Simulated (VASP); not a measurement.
Al9H: single point with LDA

Slab: Al9H, a slab with vacuum.

```
Al H
1.0
     5.72757    0.00000    0.00000
     4.29567    7.44032    0.00000
     0.00000    0.00000   17.67654
Al H
18 2
Cartesian
  1.4319 0.8267 1.0000
  4.2957 0.8267 1.0000
  2.8638 3.3068 1.0000
  5.7276 3.3068 1.0000
  4.2957 5.7869 1.0000
  7.1595 5.7869 1.0000
  0.0013 1.6526 3.2456
  2.8586 1.6626 3.2448
  1.4227 4.1328 3.2544
  4.3052 4.1213 3.2497
  2.8541 6.6119 3.2529
  5.7332 6.6117 3.2521
  -0.0190 -0.0079 5.4896
  2.8789 -0.0089 5.5156
  1.4295 2.4876 5.4955
  4.2938 2.4937 5.4910
  2.8629 4.9907 5.5199
  5.7272 4.9735 5.4777
  12.7976 5.5401 12.0516
  13.5743 5.6105 12.0271
```

```
Program                : VASP 6.6.1
Task                   : single point
Functional             : LDA
Potentials or basis    : VASP PAW LDA potentials, release 64 (Al, H)
Cutoff                 : 400 eV
k mesh                 : 3 × 2 × 1
Occupations            : fermi-dirac, width 0.1 eV
Spin                   : no spin polarisation
Dipole correction      : no
Further INCAR settings : ALGO = Normal; EDIFF = 1e-06; NBANDS = 44; NELMDL = -8
```

- Largest force: 0.415 eV/Å

Forces in eV/Å, atoms in the order of the input:
```
Al   0.003 -0.014 -0.109
Al  -0.005 -0.015 -0.107
Al  -0.012  0.018 -0.099
Al   0.012  0.018 -0.127
Al   0.005  0.001 -0.081
Al  -0.007 -0.009 -0.114
Al  -0.010 -0.027  0.018
Al   0.014 -0.050  0.033
Al   0.079  0.007 -0.020
Al  -0.082  0.075 -0.022
Al   0.037 -0.009 -0.035
Al  -0.034  0.042 -0.026
Al   0.089  0.073  0.128
Al  -0.088  0.080  0.054
Al   0.003 -0.021  0.129
Al  -0.001 -0.021  0.150
Al  -0.002 -0.117  0.023
Al   0.000 -0.030  0.203
H    0.413  0.038 -0.013
H   -0.413 -0.038  0.013
```

Levels at points of the mesh, in eV from the Fermi level:
| k point | band 25 | band 26 | band 27 | band 28 | band 29 | band 30 | band 31 | band 32 |
| --- | --- | --- | --- | --- | --- | --- | --- | --- |
| (0.00, 0.00, 0.00) | -0.37 | -0.16 | -0.16 | -0.05 | 0.06 | 0.08 | 0.19 | 0.93 |
| (0.00, 0.50, 0.00) | -1.20 | -0.16 | -0.15 | -0.05 | -0.04 | 0.17 | 0.20 | 1.40 |

Run time: 5.3 min on 1 thread of Intel Xeon 8259CL, on a shared host, peak memory 0.44 GiB.

Caveat: the k points lie up to 0.42 Å⁻¹ apart.
